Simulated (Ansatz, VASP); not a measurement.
One calculation of Cs, two programs

INCAR

```
SYSTEM = Cs
PREC     = Accurate       ! precision mode
ENCUT    = 600            ! plane-wave cutoff, eV
EDIFF    = 1E-7           ! SCF threshold, eV
ISMEAR   = -1             ! smearing method
SIGMA    = 0.1            ! smearing width, eV
LREAL    = .False.        ! projectors in reciprocal space
LASPH    = .True.         ! aspherical terms in the spheres
NELM     = 60             ! most SCF steps
ALGO     = Normal         ! electronic algorithm
ISIF     = 3              ! what is computed and relaxed
LWAVE    = .False.        ! write WAVECAR
LCHARG   = .False.        ! write CHGCAR
GGA      = RP             ! functional
IBRION   = 2              ! ionic algorithm
NSW      = 80             ! ionic steps
EDIFFG   = -0.01          ! ionic threshold
```

File KPOINTS:

```
Automatic mesh
0
Gamma
  5 5 5
  0 0 0
```

The input POSCAR:

```
Cs
1.0
    0.0000000000      5.3027061682      5.3027061682
    5.3027061682      0.0000000000      5.3027061682
    5.3027061682      5.3027061682      0.0000000000
Cs
2
Direct
    0.1250000000      0.1250000000      0.1250000000
    0.8750000000      0.8750000000      0.8750000000
```

Input for Ansatz:

```yaml
crystal:
  lattice:
    - [0.0, 5.3027061682, 5.3027061682]
    - [5.3027061682, 0.0, 5.3027061682]
    - [5.3027061682, 5.3027061682, 0.0]
  atoms:
    - { symbol: Cs, position: [0.125, 0.125, 0.125] }
    - { symbol: Cs, position: [0.875, 0.875, 0.875] }
hamiltonian:
  xc: rpbe
  pseudopotentials:
    kind: paw
    azcp:
      Cs: "pseudopotentials/Cs.paw.azcp"
basis:
  ecutwfc: 420
  fft_grid_basis: typed
kpoints:
  mp_grid: { grid: [5, 5, 5], shift: [0, 0, 0] }
magnetization:
  spin_polarized: false
scf:
  occupations: { method: fermi_dirac, width: 0.1 }
relax:
  max_steps: 60
  f_tol: 0.01
  cell: {}
```

Alike in both runs: task relaxation of cell and atoms; functional RPBE; k mesh 5 × 5 × 5; occupations fermi-dirac, width 0.1 eV; no spin polarisation.

```csv
,VASP,Ansatz
version,VASP 6.6.1,Ansatz 0.2.0
potentials or method,"VASP PAW PBE potentials, release 64 (Cs_sv), cutoff 600 eV","plane waves (420 eV) with PAW, scalar-relativistic"
valence electrons in the cell,18,18
```

|  | VASP | Ansatz | Ansatz less VASP |
| --- | --- | --- | --- |
| relaxed volume (Å³/atom) | 216.76 | 210.61 | -6.149 |
| relaxed cell length with the largest relative difference (Å) | 8.495 | 8.414 | -0.0811 |

VASP's potentials were made for PBE, not for RPBE.

Spin-orbit coupling is off throughout. Noted on VASP's run: the volume moved by over 15 % at a fixed basis, so the end points are rough.
